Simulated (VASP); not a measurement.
Here is a VASP 6.6.1 calculation.

INCAR

```
ALGO = Fast
EDIFF = 1E-7
EDIFFG = -0.01
ENCUT = 600
GGA = PE
IBRION = 2
ISIF = 3
ISMEAR = 0
LASPH = True
LCHARG = False
LREAL = False
LWAVE = False
NELM = 60
NSW = 100
PREC = Accurate
SIGMA = 0.1
```

The input KPOINTS:

```
k-points
0
Gamma
  24 24 24
```

File POSCAR:

```
Ta
1.0
   -1.6498665423      1.6498665423      1.6851365761
    1.6498665423     -1.6498665423      1.6851365761
    1.6498665423      1.6498665423     -1.6851365761
Ta
1
Direct
    0.0000000000      0.0000000000      0.0000000000
```

Potentials or basis: VASP PAW PBE potentials, release 64 (Ta_pv).

Launch:

```console
$ cat potpaw_PBE.64/Ta_pv/POTCAR > POTCAR
$ mpirun -np 1 vasp_std > vasp.out
```

**Question.** Estimate the relaxed cell.

**Answer.** a = 2.875 Å, b = 2.875 Å, c = 2.875 Å, α = 109.48°, β = 109.48°, γ = 109.46°.

**Question.** Predict the relaxed volume.

**Answer.** 18.29 Å³/atom.

**Question.** What does it give for the space group after relaxing (to 0.1 Å)?

**Answer.** Im-3m (No. 229).

**Question.** Estimate the band gap on the k mesh.

**Answer.** Zero (an odd number of electrons rules out a gap without spin polarisation).

Final structure:
```
Ta
1.0
    -1.65962    1.65962    1.66001
     1.65962   -1.65962    1.66001
     1.65962    1.65962   -1.66001
Ta
1
Direct
  0.00000 0.00000 0.00000
```

Caveat: spin-orbit coupling is left out, which moves the levels of the heavy elements.
